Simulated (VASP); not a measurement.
Input of a VASP 6.6.1 run:

File POSCAR:

```
InP3
1.0
    3.7427051723      2.1608518387      3.3674560800
   -3.7427051723      2.1608518387      3.3674560800
    0.0000000000     -4.3217036774      3.3674560800
In P
2 6
Direct
    0.2705684700      0.2705684700      0.2705684700
    0.7294315300      0.7294315300      0.7294315300
    0.7983087400      0.2448187000      0.7983087400
    0.7983087400      0.7983087400      0.2448187000
    0.2448187000      0.7983087400      0.7983087400
    0.2016912600      0.7551813000      0.2016912600
    0.7551813000      0.2016912600      0.2016912600
    0.2016912600      0.2016912600      0.7551813000
```

Contents of INCAR.step1:

```
SYSTEM = InP3
PREC = Accurate ; ENCUT = 520
ISMEAR = -1 ; SIGMA = 0.1
LREAL = .False. ; LASPH = .True.
NELM = 80 ; NBANDS = 38
GGA = PE ; ALGO = Normal
EDIFF = 1E-4 ; LWAVE = .True.
LCHARG = .False.
```

File INCAR.step2:

```
SYSTEM = InP3
PREC = Accurate ; ENCUT = 520
EDIFF = 1E-6 ; ISMEAR = -1
SIGMA = 0.1 ; LREAL = .False.
LASPH = .True. ; NELM = 80
ALGO = Normal ; ISIF = 2
LWAVE = .False. ; LCHARG = .False.
METAGGA = R2SCAN ; LMIXTAU = .True.
NBANDS = 38 ; ISTART = 1
```

Contents of KPOINTS:

```
regular mesh
0
Gamma
  6 6 6
  0 0 0
```

Potentials or basis: VASP PAW PBE potentials, release 64 (In_d, P).

Run with:

```console
$ cat potpaw_PBE.64/In_d/POTCAR potpaw_PBE.64/P/POTCAR > POTCAR
$ cp INCAR.step1 INCAR
$ mpirun -np 1 vasp_std > vasp.out
$ cp INCAR.step2 INCAR
$ mpirun -np 1 vasp_std > vasp.out
```

Task: What does it give for the largest force?

Result: 0.110 eV/Å.

Task: Predict the pressure.

Result: -0.4 GPa.

Stress tensor (GPa, compression positive):
```
-0.44  0.00  0.00
 0.00 -0.44  0.00
 0.00  0.00 -0.28
```

Caveat: the PAW data sets were made with another functional, which shifts forces and pressure a little.
